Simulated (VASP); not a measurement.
Here is a VASP 6.6.1 calculation.

File POSCAR:

```
MnS
1.0
    0.0000000000      2.6101300539      2.6101300539
    2.6101300539      0.0000000000      2.6101300539
    2.6101300539      2.6101300539      0.0000000000
Mn S
1 1
Direct
    0.0000000000      0.0000000000      0.0000000000
    0.5000000000      0.5000000000      0.5000000000
```

The input INCAR.step1:

```
SYSTEM = MnS
PREC = Accurate
ENCUT = 520
ISMEAR = 0
SIGMA = 0.1
LREAL = .FALSE.
LASPH = .TRUE.
NELM = 150
ISPIN = 2
MAGMOM = 4.89 0.2
LMAXMIX = 4
NBANDS = 20
GGA = PE
ALGO = Normal
EDIFF = 1E-4
LWAVE = .TRUE.
LCHARG = .FALSE.
```

Contents of INCAR.step2:

```
SYSTEM = MnS
PREC = Accurate
ENCUT = 520
EDIFF = 1E-6
ISMEAR = 0
SIGMA = 0.1
LREAL = .FALSE.
LASPH = .TRUE.
NELM = 150
ALGO = Normal
ISIF = 2
LWAVE = .FALSE.
LCHARG = .TRUE.
ISPIN = 2
MAGMOM = 4.89 0.2
LORBIT = 11
LMAXMIX = 4
METAGGA = R2SCAN
LMIXTAU = .TRUE.
LELF = .TRUE.
LVHAR = .TRUE.
NBANDS = 20
ISTART = 1
```

File KPOINTS:

```
regular mesh
0
G
  14 14 14
  0 0 0
```

Potentials or basis: VASP PAW PBE potentials, release 64 (Mn_pv, S).

Run with:

```bash
$ cat potpaw_PBE.64/Mn_pv/POTCAR potpaw_PBE.64/S/POTCAR > POTCAR
$ cp INCAR.step1 INCAR
$ mpirun -np 1 vasp_std > vasp.out
$ cp INCAR.step2 INCAR
$ mpirun -np 1 vasp_std > vasp.out
```

(1) Estimate the site moments.

(2) What does it give for the net moment?

(3) Predict the band gap on the k mesh.

Results:

(1) Mn +4.50; S +0.14 μB.

(2) 4.99 μB per cell.

(3) zero (filled and empty bands overlap).

Caveat: a cell with one magnetic atom can't hold antiferromagnetic order, which such compounds often take; semilocal functionals often make such compounds metallic where correlation or magnetic order opens a gap, which also shifts bond lengths.
